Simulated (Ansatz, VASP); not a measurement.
## TaAl5: VASP beside Ansatz

```xyz
6
Lattice="5.0291 0.0000 0.0000 -2.5145 4.3553 0.0000 0.0000 0.0000 4.5035" Properties=species:S:1:pos:R:3 pbc="T T T"
Ta    0.0000    0.0000    0.0000
Al    1.6696    0.0000    2.2518
Al    1.6798    2.9094    2.2518
Al   -0.8348    1.4459    2.2518
Al    0.0000    2.9035    0.0000
Al    2.5145    1.4518    0.0000
```

Change from the starting cell: species swapped into the Mg5Pd type (P-62m, No. 189).

Alike in both runs: task relaxation of cell and atoms; functional PBE; k mesh 12 × 12 × 8; occupations gaussian, width 0.1 eV; no spin polarisation.

|  | VASP | Ansatz |
| --- | --- | --- |
| version | VASP 6.6.1 | Ansatz 0.2.0 |
| potentials or method | VASP PAW PBE potentials, release 64 (Ta_pv, Al), cutoff 600 eV | scalar-relativistic, plane waves, PAW |
| valence electrons in the cell | 26 | 28 |

Ansatz gave:

```
gap on the k mesh at the Fermi level, each at its own relaxed structure (eV) : none
relaxed volume (Å³/atom)                                                     : 16.45
relaxed cell length with the largest relative difference (Å)                 : 4.572
```

**Question.** Which values does VASP return?

**Answer.** gap on the k mesh at the Fermi level, each at its own relaxed structure (eV): none; relaxed volume (Å³/atom): 16.45; relaxed cell length with the largest relative difference (Å): 4.571.

A gap of «none» marks a metal or a gap that the smearing closes. VASP's potentials hold 26 valence electrons a cell and Ansatz's 28, so a difference there can come from the potentials and not from the codes.

Neither program's run includes spin-orbit coupling.
